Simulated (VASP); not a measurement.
Write the native input for VASP 6.6.1 that does the following.

```
Task                   : single point
Functional             : PBE
Dispersion             : D3(BJ)
Potentials or basis    : VASP PAW PBE potentials, release 64 (Te, Mo_sv)
Cutoff                 : 520 eV
k mesh                 : 12 × 12 × 2
Occupations            : gaussian, width 0.05 eV
Spin                   : no spin polarisation
Dipole correction      : no
Further INCAR settings : ALGO = Normal; EDIFF = 1e-06; NBANDS = 35
```

The structure of Te2Mo lies in POSCAR:

```
Te2Mo
1.0
    3.6799622100      0.0000000000      0.0000000000
   -1.8399811050      3.1869407589      0.0000000000
    0.0000000000      0.0000000000     13.7008448353
Te Mo
4 2
Direct
    0.3333333333      0.6666666667      0.6173401526
    0.6666666667      0.3333333333      0.1173401526
    0.3333333333      0.6666666667      0.8826598474
    0.6666666667      0.3333333333      0.3826598474
    0.3333333333      0.6666666667      0.2500000000
    0.6666666667      0.3333333333      0.7500000000
```

This cell differs from its parent crystal: strain +0.0525 x Voigt [1, 1, 0, 0, 0, 0].

One way to write it, as run:

INCAR

```
SYSTEM = Te2Mo
PREC = Accurate
ENCUT = 520
EDIFF = 1E-6
ISMEAR = 0
SIGMA = 0.05
LREAL = .False.
LASPH = .True.
NELM = 100
ALGO = Normal
ISIF = 2
LWAVE = .False.
LCHARG = .False.
GGA = PE
IVDW = 12
NBANDS = 35
```

KPOINTS

```
regular mesh
0
Gamma
  12 12 2
  0 0 0
```

Potentials or basis: VASP PAW PBE potentials, release 64 (Te, Mo_sv).

Command:

```bash
$ cat potpaw_PBE.64/Te/POTCAR potpaw_PBE.64/Mo_sv/POTCAR > POTCAR
$ mpirun -np 1 vasp_std > vasp.out
```

It gave:

The pressure is -7.8 GPa and the largest force is 0.763 eV/Å. The band gap on the k mesh is 0.48 eV, indirect (least direct gap 0.79 eV). The dispersion energy per atom is -0.500 eV.

Caveat: the cell differs from its parent crystal (strain +0.0525 x Voigt [1, 1, 0, 0, 0, 0]); spin-orbit coupling is left out, which moves the levels of the heavy elements.

Run time: 92 s on 1 thread of Intel(R) Xeon(R) Platinum 8481C CPU @ 2.70GHz (Sapphire Rapids), with other jobs on the host, peak memory 0.39 GiB.
